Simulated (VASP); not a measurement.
KSc2, 6 atoms in the cell. It takes space group P4_2/mnm (No. 136, tetragonal). Conventional cell: a = 6.286 Å, b = 6.286 Å, c = 4.049 Å, α = 90.00°, β = 90.00°, γ = 90.00°. K (site symmetry mmm) has 6 Sc at 2.66 to 2.72 Å within 3.5 Å. Within 3.5 Å of Sc (site symmetry m2m) lie 3 K at 2.66 to 2.72 Å and 1 Sc at 3.45 Å. 

* Program: VASP 6.6.1
* Task: single point
* Functional: PBE
* Potentials or basis: VASP PAW PBE potentials, release 64 (K_sv, Sc_sv)
* Cutoff: 520 eV
* k mesh: 4 × 4 × 4
* Occupations: gaussian, width 0.1 eV
* Spin: no spin polarisation
* Dipole correction: no
* Further INCAR settings: ALGO = Fast; EDIFF = 1e-07; NBANDS = 40

Potentials or basis: VASP PAW PBE potentials, release 64 (K_sv, Sc_sv).

Run with:

```sh
$ cat potpaw_PBE.64/K_sv/POTCAR potpaw_PBE.64/Sc_sv/POTCAR > POTCAR
$ mpirun -np 1 vasp_std > vasp.out
```

Hardware: 1 thread of AMD EPYC 9R45 96-Core Processor (Zen 5) (shared host).

Question: Estimate the wall time of this run.

Answer: It took 4.5 min on 1 thread of AMD EPYC 9R45 96-Core Processor (Zen 5), on a shared host, peak memory 0.27 GiB. Counts: scf iterations 52, k points 18.
